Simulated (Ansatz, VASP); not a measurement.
**Two plane-wave programs on InGa2N3**

File INCAR:

```
PREC = Accurate
ENCUT = 520
EDIFF = 1E-7
ISMEAR = 0
SIGMA = 0.1
LREAL = False
LASPH = True
NELM = 150
ALGO = Normal
ISIF = 2
LWAVE = False
LCHARG = False
ISPIN = 2
MAGMOM = 0 0 0 1 1 1
LORBIT = 11
GGA = PE
NBANDS = 40
```

Contents of KPOINTS:

```
regular mesh
0
Gamma
  3 3 6
```

The input POSCAR:

```
InGa2N3
1.0
    6.2775513254      0.0000000000      0.0000000000
   -3.1387756627      5.4365189213      0.0000000000
    0.0000000000      0.0000000000      3.3382901218
In Ga N
1 2 3
Direct
    0.0000000000      0.0000000000      0.0000000000
    0.3333333333      0.6666666667      0.5000000000
    0.6666666667      0.3333333333      0.5000000000
    0.5000000000      0.0000000000      0.5000000000
    0.0000000000      0.5000000000      0.5000000000
    0.5000000000      0.5000000000      0.5000000000
```

Input for Ansatz:

```yaml
crystal:
  lattice:
    - [6.2775513254, 0.0, 0.0]
    - [-3.1387756627, 5.4365189213, 0.0]
    - [0.0, 0.0, 3.3382901218]
  atoms:
    - { symbol: In, position: [0.0, 0.0, 0.0] }
    - { symbol: Ga, position: [0.3333333333, 0.6666666667, 0.5] }
    - { symbol: Ga, position: [0.6666666667, 0.3333333333, 0.5] }
    - { symbol: "N", position: [0.5, 0.0, 0.5], spin: 1.0 }
    - { symbol: "N", position: [0.0, 0.5, 0.5], spin: 1.0 }
    - { symbol: "N", position: [0.5, 0.5, 0.5], spin: 1.0 }
basis:
  ecutwfc: 420
kpoints:
  mp_grid: { grid: [3, 3, 6] }
hamiltonian:
  xc: pbe
scf:
  occupations: { method: gaussian, width: 0.1 }
  lower_state_search: "off"
output:
  forces: true
  stress: true
  eigenvalues: true
  populations: true
magnetization:
  spin_polarized: true
```

Alike in both runs: task single point; functional PBE; k mesh 3 × 3 × 6; occupations gaussian, width 0.1 eV; collinear spin.

```csv
,VASP,Ansatz
version,VASP 6.6.1,Ansatz 0.2.0
potentials or method,"VASP PAW PBE potentials, release 64 (In_d, Ga_d, N), cutoff 520 eV","scalar-relativistic, plane waves, PAW"
valence electrons in the cell,54,54
```

```csv
,VASP,Ansatz,Ansatz less VASP
gap on the k mesh at the Fermi level (eV),none,none,-
pressure (GPa),-0.1,0.2,+0.29
"traceless stress, the component that is largest in VASP (GPa)",0.95,0.76,-0.197
net moment per atom (μB),0.33,0.33,0.000
```

A gap of «none» marks a metal or a gap that the smearing closes.

The k mesh is coarse, so the values compare programs but aren't converged.
